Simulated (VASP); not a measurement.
# CoSn2 (I4/mcm) in VASP: relaxation of cell and atoms with PBEsol

Aim: the relaxation of cell and atoms of CoSn2 with PBEsol.

Everything below comes from runs of VASP 6.6.1. Logs are shortened: lines on timing, memory, paths and dates and some standing lists are left out, and cuts for length are marked.

## (1) The cell of the first run

It takes space group I4/mcm (No. 140, tetragonal). Conventional cell: a = 6.365 Å, b = 6.365 Å, c = 5.457 Å, α = 90.00°, β = 90.00°, γ = 90.00°. Co (site symmetry 422) has 2 Co at 2.73 Å and 8 Sn at 2.76 Å within 3.6 Å. Within 3.6 Å of Sn (site symmetry m2m) lie 4 Co at 2.76 Å and 11 Sn at 2.84 to 3.39 Å.

## (2) Relaxation of cell and atoms, PBEsol

Contents of INCAR:

```
SYSTEM = CoSn2
ALGO = Fast
EDIFF = 1E-6
EDIFFG = -0.01
ENCUT = 600
GGA = PS
IBRION = 2
ISIF = 3
ISMEAR = 0
LASPH = .True.
LCHARG = .False.
LREAL = .False.
LWAVE = .False.
NELM = 80
NSW = 80
PREC = Accurate
SIGMA = 0.1
```

Contents of KPOINTS:

```
k-points
0
Gamma
  8 8 8
  0 0 0
```

Contents of POSCAR:

```
CoSn2
1.0
   -3.1825000000      3.1825000000      2.7285000000
    3.1825000000     -3.1825000000      2.7285000000
    3.1825000000      3.1825000000     -2.7285000000
Co Sn
2 4
Direct
    0.2500000000      0.2500000000      0.0000000000
    0.7500000000      0.7500000000      0.0000000000
    0.6580000000      0.1580000000      0.8160000000
    0.1580000000      0.3420000000      0.5000000000
    0.3420000000      0.8420000000      0.1840000000
    0.8420000000      0.6580000000      0.5000000000
```

Potentials or basis: VASP PAW PBE potentials, release 64 (Co, Sn_d).

Launch:

```
cat potpaw_PBE.64/Co/POTCAR potpaw_PBE.64/Sn_d/POTCAR > POTCAR
mpirun -np 1 vasp_std > vasp.out
```

OUTCAR:

```text
SYSTEM = CoSn2
   EDIFF = 1E-6
   EDIFFG = -0.01
   ENCUT = 600
   GGA = PS
   IBRION = 2
   ISIF = 3
   ISMEAR = 0
   LASPH = .True.
   LREAL = .False.
   NELM = 80
   NSW = 80
   PREC = Accurate

 ion  position               nearest neighbor table
   1  0.250  0.250  0.000-   2 2.73   2 2.73   6 2.76   3 2.76   4 2.76   5 2.76   4 2.76   6 2.76
                             3 2.76   5 2.76
   2  0.750  0.750  0.000-   1 2.73   1 2.73   5 2.76   3 2.76   5 2.76   6 2.76   6 2.76   3 2.76
                             4 2.76   4 2.76
   3  0.658  0.158  0.816-   1 2.76   2 2.76   1 2.76   2 2.76   5 2.84   5 3.19   5 3.19   6 3.39
                             4 3.39   4 3.39   6 3.39   6 3.39   4 3.39   4 3.39   6 3.39
   4  0.158  0.342  0.500-   2 2.76   1 2.76   1 2.76   2 2.76   6 2.84   6 3.19   6 3.19   5 3.39
                             3 3.39   3 3.39   5 3.39   5 3.39   5 3.39   3 3.39   3 3.39
   5  0.342  0.842  0.184-   1 2.76   2 2.76   1 2.76   2 2.76   3 2.84   3 3.19   3 3.19   6 3.39
                             4 3.39   6 3.39   4 3.39   4 3.39   6 3.39   6 3.39   4 3.39
   6  0.842  0.658  0.500-   1 2.76   2 2.76   2 2.76   1 2.76   4 2.84   4 3.19   4 3.19   5 3.39
                             3 3.39   3 3.39   5 3.39   5 3.39   5 3.39   3 3.39   3 3.39

  LATTYP: Found a body centered tetragonal cell.
 ALAT       =     6.3650000000
 C/A-ratio  =     0.8573448547

  Lattice vectors:

 A1 = (  -3.1825000000,   3.1825000000,   2.7285000000)
 A2 = (   3.1825000000,  -3.1825000000,   2.7285000000)
 A3 = (   3.1825000000,   3.1825000000,  -2.7285000000)

Analysis of symmetry for initial positions (statically):
=====================================================================
 Subroutine PRICEL returns:
 Original cell was already a primitive cell.

 Routine SETGRP: Setting up the symmetry group for a
 body centered tetragonal supercell.

 Subroutine GETGRP returns: Found 16 space group operations
 (whereof  8 operations were pure point group operations)
 out of a pool of 16 trial point group operations.

The static configuration has the point symmetry C_4h.
 The point group associated with its full space group is D_4h.

Analysis of symmetry for dynamics (positions and initial velocities):
=====================================================================
 Subroutine PRICEL returns:
 Original cell was already a primitive cell.

 Routine SETGRP: Setting up the symmetry group for a
 body centered tetragonal supercell.

 Subroutine GETGRP returns: Found 16 space group operations
 (whereof  8 operations were pure point group operations)
 out of a pool of 16 trial point group operations.

The dynamic configuration has the point symmetry C_4h.
 The point group associated with its full space group is D_4h.

 Subroutine INISYM returns: Found 16 space group operations
 (whereof  8 operations are pure point group operations),
 and found     1 'primitive' translations

----------------------------------------------------------------------------------------

                                     Primitive cell

  volume of cell :     110.5403

  direct lattice vectors                    reciprocal lattice vectors
    -3.182500000  3.182500000  2.728500000     0.000000000  0.157109191  0.183250870
     3.182500000 -3.182500000  2.728500000     0.157109191  0.000000000  0.183250870
     3.182500000  3.182500000 -2.728500000     0.157109191  0.157109191  0.000000000

  length of vectors
     5.263204798  5.263204798  5.263204798     0.241379741  0.241379741  0.222185949

  position of ions in fractional coordinates (direct lattice)
     0.250000000  0.250000000  0.000000000
     0.750000000  0.750000000  0.000000000
     0.658000000  0.158000000  0.816000000
     0.158000000  0.342000000  0.500000000
     0.342000000  0.842000000  0.184000000
     0.842000000  0.658000000  0.500000000

  ion indices of the primitive-cell ions
   primitive index   ion index
                 1           1
                 2           2
                 3           3
                 4           4
                 5           5
                 6           6

----------------------------------------------------------------------------------------

 KPOINTS: k-points

Automatic generation of k-mesh.
 Grid dimensions read from file:
 generate k-points for:    8    8    8

 Generating k-lattice:

  Cartesian coordinates                     Fractional coordinates (reciprocal lattice)
     0.000000000  0.019638649  0.022906359     0.125000000  0.000000000 -0.000000000
     0.019638649  0.000000000  0.022906359     0.000000000  0.125000000 -0.000000000
     0.019638649  0.019638649  0.000000000     0.000000000  0.000000000  0.125000000

  Length of vectors
     0.030172468  0.030172468  0.027773244

  Shift w.r.t. Gamma in fractional coordinates (k-lattice)
     0.000000000  0.000000000  0.000000000

 Subroutine IBZKPT returns following result:
 ===========================================

 Found     59 irreducible k-points:

 Following reciprocal coordinates:
            Coordinates               Weight
  0.000000  0.000000  0.000000      1.000000
  0.125000  0.000000  0.000000      8.000000
  0.250000  0.000000  0.000000      8.000000
  0.375000 -0.000000  0.000000      8.000000
  0.500000  0.000000  0.000000      4.000000
  0.125000  0.125000  0.000000      8.000000
[... 16 lines left out ...]
  0.250000  0.125000  0.125000     16.000000
  0.375000  0.125000  0.125000      8.000000
 [... further k-points ...]
   k-points           NKPTS =     59   k-points in BZ     NKDIM =     59   number of bands    NBANDS=     44
   number of dos      NEDOS =    301   number of ions     NIONS =      6
   total plane-waves  NPLWV =  74088
   dimension x,y,z NGX =    42 NGY =   42 NGZ =   42
   dimension x,y,z NGXF=    84 NGYF=   84 NGZF=   84
   ions per type =               2   4
   NGX,Y,Z   is equivalent  to a cutoff of  13.27, 13.27, 13.27 a.u.
   NGXF,Y,Z  is equivalent  to a cutoff of  26.53, 26.53, 26.53 a.u.
 SYSTEM =  CoSn2
   PREC   = accura    normal or accurate (medium, high low for compatibility)
   ISTART =      0    job   : 0-new  1-cont  2-samecut
   ICHARG =      2    charge: 1-file 2-atom 10-const
   ISPIN  =      1    spin polarized calculation?
   LNONCOLLINEAR =      F non collinear calculations
   LSORBIT =      F    spin-orbit coupling
   LASPH  =      T    aspherical Exc in radial PAW
   ENCUT  =  600.0 eV  44.10 Ry    6.64 a.u.  10.51 10.51 10.51*2*pi/ulx,y,z
   NELM   =     80;   NELMIN=  2; NELMDL= -5     # of ELM steps
   EDIFF  = 0.1E-05   stopping-criterion for ELM
   LREAL  =      F    real-space projection
   EDIFFG = -.1E-01   stopping-criterion for IOM
   NSW    =     80    number of steps for IOM
   IBRION =      2    ionic relax: 0-MD 1-quasi-New 2-CG
   NFREE  =      1    steps in history (QN), initial steepest desc. (CG)
   ISIF   =      3    stress and relaxation
   ISYM   =      2    0-nonsym 1-usesym 2-fastsym
   POTIM  = 0.5000    time-step for ionic-motion
   TEBEG  =    0.0;   TEEND  =   0.0 temperature during run
   PSTRESS=    0.0 pullay stress
   NELECT =      74.0000    total number of electrons
   NUPDOWN=      -1.0000    fix difference up-down
   EMIN   =  10.00;   EMAX   =-10.00  energy-range for DOS
   EFERMI =   0.00;   METHOD = LEGACY
   ISMEAR =     0;   SIGMA  =   0.10  broadening in eV -4-tet -1-fermi 0-gaus
   EFERMI_NEDOS =   21; number of points for ismear=-14 and -15
   IALGO  =     68    algorithm
   IMIX   =      4    mixing-type and parameters
     AMIX     =   0.40;   BMIX     =  1.00
     AMIX_MAG =   1.60;   BMIX_MAG =  1.00
  volume/ion in A,a.u.               =      18.42       124.33
  Fermi-wavevector in a.u.,A,eV,Ry     =   1.432117  2.706309 27.904990  2.050959
  Thomas-Fermi vector in A             =   2.551779
   LORBIT       =      0    0 simple, 1 ext, 2 COOP (PROOUT), +10 PAW based schemes
   GGA     = PS    functional components
   LHFCALC =     F    Hartree Fock is set to
   AEXX    =    0.0000 exact exchange contribution
   IVDW    =     0    specifies the selected vdW correction
   LEPSILON=     F    determine dielectric tensor
   LRPA    =     F    only Hartree local field effects (RPA)
 conjugate gradient relaxation of ions
 non-spin polarized calculation
 RMM-DIIS sequential band-by-band and
 Gauss-broadening in eV      SIGMA  =   0.10
  energy-cutoff  :      600.00
  volume of cell :      110.54
 maximum number of plane-waves:      3707
   NGX = 21   NGY = 21   NGZ = 21

--------------------------------------- Ionic step        1  -------------------------------------------

 number of electron      74.0000008 magnetization

 Free energy of the ion-electron system (eV)
  ---------------------------------------------------
  ext. energy  EPLUGINS =         0.00000000
  ---------------------------------------------------
  free energy    TOTEN  =       -33.11594411 eV

  energy without entropy =      -33.09836376  energy(sigma->0) =      -33.10715394

------------------------ aborting loop because EDIFF is reached ----------------------------------------

  FORCE on cell =-STRESS in cart. coord.  units (eV):
  Direction    XX          YY          ZZ          XY          YZ          ZX
  --------------------------------------------------------------------------------------
  -------------------------------------------------------------------------------------
  Total       -2.6979176     -2.6979176     -3.1061787      0.0000000      0.0000000      0.0000000
  in kB      -39.1037567    -39.1037567    -45.0211146      0.0000000      0.0000000      0.0000000
  external PRESSURE =     -41.0762093 kB  Pullay stress =       0.0000000 kB
[... 305 lines left out ...]
  energy  without entropy=      -33.2840784634  energy(sigma->0) =      -33.29210055

--------------------------------------- Ionic step        9  -------------------------------------------

 number of electron      74.0000005 magnetization

 Free energy of the ion-electron system (eV)
  ---------------------------------------------------
  ext. energy  EPLUGINS =         0.00000000
  ---------------------------------------------------
  free energy    TOTEN  =       -33.30012353 eV

  energy without entropy =      -33.28410462  energy(sigma->0) =      -33.29211407

 E-fermi :  10.8619     XC(G=0): -12.1003

 val. band max:       10.8415162233   @ k =   0.2500   0.0000   0.0000
 cond. band min:      10.8712446415   @ k =  -0.2500  -0.2500   0.1250
 fundamental gap:      0.0297284182
 Fermi energy:        10.8618735034

 k-point     1 :       0.0000    0.0000    0.0000
  band No.  band energies     occupation
      1     -10.6411      2.00000
      2     -10.6103      2.00000
      3     -10.5876      2.00000
      4     -10.5846      2.00000
      5     -10.5841      2.00000
      6     -10.5841      2.00000
[... 1117 lines left out ...]
     43      14.9397      0.00000
     44      14.9397      0.00000

 [... further k-points ...]

------------------------ aborting loop because EDIFF is reached ----------------------------------------

  FORCE on cell =-STRESS in cart. coord.  units (eV):
  Direction    XX          YY          ZZ          XY          YZ          ZX
  --------------------------------------------------------------------------------------
  -------------------------------------------------------------------------------------
  Total       -0.0407660     -0.0407660     -0.0324806      0.0000000     -0.0000000      0.0000000
  in kB       -0.6133149     -0.6133149     -0.4886628      0.0000000     -0.0000000      0.0000000
  external PRESSURE =      -0.5717642 kB  Pullay stress =       0.0000000 kB
[... 21 lines left out ...]
  FREE ENERGIE OF THE ION-ELECTRON SYSTEM (eV)
  ---------------------------------------------------
  free  energy   TOTEN  =       -33.3001235260 eV

  energy  without entropy=      -33.2841046181  energy(sigma->0) =      -33.29211407

 reached required accuracy - stopping structural energy minimisation
```

Run time: 34 min. Hardware: 1 thread of Intel Xeon 6975P-C (Granite Rapids), shared host; peak memory 0.46 GiB.

Results:

| Item | Value |
| --- | --- |
| Free energy | -33.3001 eV |
| Relaxed volume | 17.75 Å³/atom |
| Relaxed cell | a = 5.197 Å, b = 5.197 Å, c = 5.197 Å, α = 105.66°, β = 105.66°, γ = 117.41° |
| Space group after relaxing (to 0.1 Å) | I4/mcm (No. 140) |
| Energy gained by relaxing | 30.7 meV/atom |
| Ionic steps | 9 |
| Pressure after relaxing | -0.1 GPa |
| Largest force after relaxing | 0.006 eV/Å |
| Band gap on the k mesh | zero (bands 37 and 38 overlap by 1.65 eV) |

Forces on the atoms (eV/Å):
```
Co   0.000  0.000  0.000
Co   0.000  0.000  0.000
Sn   0.005  0.005  0.000
Sn  -0.005  0.005  0.000
Sn  -0.005 -0.005  0.000
Sn   0.005 -0.005  0.000
```

Step by step:
```csv
step,energy change (eV),largest force (eV/Å),pressure (GPa),volume (Å³)
1,0.0000,0.8770,-4.11,110.54
2,-0.1238,0.3547,3.89,103.15
3,-0.1366,0.4870,1.86,104.80
4,-0.1811,0.0910,0.50,106.10
5,-0.1827,0.0211,-0.13,106.55
6,-0.1829,0.0053,0.00,106.46
7,-0.1841,0.0030,-0.08,106.49
8,-0.1842,0.0035,-0.08,106.50
9,-0.1842,0.0065,-0.06,106.49
```

Final structure:
```
Co Sn
1.0
    -3.14026    3.14026    2.69981
     3.14026   -3.14026    2.69981
     3.14026    3.14026   -2.69981
Co Sn
2 4
Direct
  0.25000 0.25000 0.00000
  0.75000 0.75000 0.00000
  0.66634 0.16634 0.83268
  0.16634 0.33366 0.50000
  0.33366 0.83366 0.16732
  0.83366 0.66634 0.50000
```

Caveat: the PAW data sets were made with another functional, which shifts forces and pressure a little; spin-orbit coupling is left out, which moves the levels of the heavy elements; the run has no spin polarisation, though such a crystal can be magnetic. Spin polarisation is off, so any magnetic state and its effect on volume and gap are missing.

The gap in the log of VASP goes by the Fermi energy; the results here count the filled bands.